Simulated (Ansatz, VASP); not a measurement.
**ZnCu in VASP and in Ansatz**

Contents of INCAR:

```
SYSTEM = ZnCu
  ALGO = Normal
  EDIFF = 1E-6
  ENCUT = 520
  GGA = PE
  ISIF = 2
  ISMEAR = -1
  LASPH = .TRUE.
  LCHARG = .TRUE.
  LELF = .TRUE.
  LREAL = .FALSE.
  LVHAR = .TRUE.
  LWAVE = .FALSE.
  NBANDS = 18
  NELM = 60
  PREC = Accurate
  SIGMA = 0.05
```

The input KPOINTS:

```
k-points
0
G
  9 9 9
  0 0 0
```

POSCAR

```
ZnCu
1.0
    2.9837544443      0.0000000000      0.0000000000
    0.0000000000      2.9837544443      0.0000000000
    0.0000000000      0.0000000000      2.9837544443
Zn Cu
1 1
Direct
    0.5000000000      0.5000000000      0.5000000000
    0.0000000000      0.0000000000      0.0000000000
```

The input input.yaml:

```yaml
crystal:
  lattice:
    - [2.9837544443, 0.0, 0.0]
    - [0.0, 2.9837544443, 0.0]
    - [0.0, 0.0, 2.9837544443]
  atoms:
    - { symbol: Zn, position: [0.5, 0.5, 0.5] }
    - { symbol: Cu, position: [0.0, 0.0, 0.0] }
hamiltonian:
  xc: pbe
  pseudopotentials: { kind: paw, azcp: { folder: soft_1 } }
kpoints:
  mp_grid: { grid: [9, 9, 9] }
scf:
  occupations: { method: fermi_dirac, width: 0.05 }
output:
  forces: true
  stress: true
  eigenvalues: true
```

Alike in both runs: task single point; functional PBE; k mesh 9 × 9 × 9; occupations fermi-dirac, width 0.05 eV; no spin polarisation.

|  | VASP | Ansatz |
| --- | --- | --- |
| version | VASP 6.6.1 | Ansatz 0.2.0 |
| potentials or method | VASP PAW PBE potentials, release 64 (Zn, Cu) | Ansatz PAW soft_1 |
| plane-wave cutoff (eV) | 520 | 420 |
| valence electrons in the cell | 23 | 31 |

VASP gave:

- gap on the k mesh at the Fermi level (eV): none
- pressure (GPa): -1.5

What did Ansatz give for the same quantities?

gap on the k mesh at the Fermi level (eV): none; pressure (GPa): -2.0.

A gap of «none» marks a metal or a gap that the smearing closes. The functional is the same, so the differences come from potentials, cutoffs and numerics. VASP's potentials hold 23 valence electrons a cell and Ansatz's 31, so a difference there can come from the potentials and not from the codes.
